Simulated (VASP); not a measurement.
As:

```
As
1.0
     4.18945    0.00000    0.00000
     0.00000    4.18945    0.00000
     0.00000    0.00000    4.18945
As
3
Direct
  0.50000 0.00000 0.00000
  0.00000 0.50000 0.00000
  0.00000 0.00000 0.50000
```

- Program: VASP 6.6.1
- Task: relaxation of cell and atoms
- Functional: PBE
- Potentials or basis: VASP PAW PBE potentials, release 64 (As)
- Cutoff: 600 eV
- k mesh: 4 × 4 × 4
- Occupations: gaussian, width 0.1 eV
- Spin: no spin polarisation

At the start: pressure -5.4 GPa; volume 24.51 Å³/atom.

**Question.** How do energy, volume and symmetry change on relaxing?

**Answer.** Over 3 steps the energy falls by 39.7 meV/atom and the volume is 22.35 Å³/atom (-8.8 %); space group Pm-3m (No. 221, to 0.05 Å).

The path:
| step | energy change (eV) | largest force (eV/Å) | pressure (GPa) | volume (Å³) |
| --- | --- | --- | --- | --- |
| 1 | 0.0000 | 0.0000 | -5.43 | 73.53 |
| 2 | -0.1047 | 0.0000 | 2.35 | 65.04 |
| 3 | -0.1191 | 0.0000 | 0.02 | 67.05 |

Final structure:
```
As
1.0
     4.06254    0.00000    0.00000
     0.00000    4.06254    0.00000
     0.00000    0.00000    4.06254
As
3
Direct
  0.50000 0.00000 0.00000
  0.00000 0.50000 0.00000
  0.00000 0.00000 0.50000
```

Caveat: the k points lie up to 0.39 Å⁻¹ apart in the final cell.
